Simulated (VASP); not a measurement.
## InP: electric field gradients with LDA

The system is InP.

```
CELL_PARAMETERS angstrom
0.00000 2.83584 2.83584
2.83584 0.00000 2.83584
2.83584 2.83584 0.00000
ATOMIC_POSITIONS crystal
In 0.00000 0.00000 0.00000
P 0.50000 0.50000 0.50000
```

```json
{
 "Program": "VASP 6.6.1",
 "Task": "electric field gradients",
 "Functional": "LDA",
 "Potentials or basis": "VASP PAW LDA potentials, release 64 (In_d, P)",
 "Cutoff": "520 eV",
 "k mesh": "11 × 11 × 11",
 "Occupations": "fermi-dirac, width 0.05 eV",
 "Spin": "no spin polarisation",
 "Dipole correction": "no",
 "Further INCAR settings": "ALGO = Normal; EDIFF = 1e-08; NBANDS = 16"
}
```

The pressure is -8.8 GPa. The band gap on the k mesh is zero (bands 9 and 10 overlap by 2.40 eV) and the largest electric field gradient by atom is zero within the noise of the run.

Levels at points of the mesh, in eV from the Fermi level:
```
           k point  band 6  band 7  band 8  band 9  band 10  band 11  band 12  band 13
(0.00, 0.00, 0.00)  -11.48   -0.20   -0.20   -0.20    -0.15     7.12     7.12     7.12
```

Wall time 38 s on 1 thread of Intel Xeon 8259CL, on a shared host, peak memory 0.17 GiB.

Caveat: the cell stands under tension; spin-orbit coupling is left out, which moves the levels of the heavy elements.
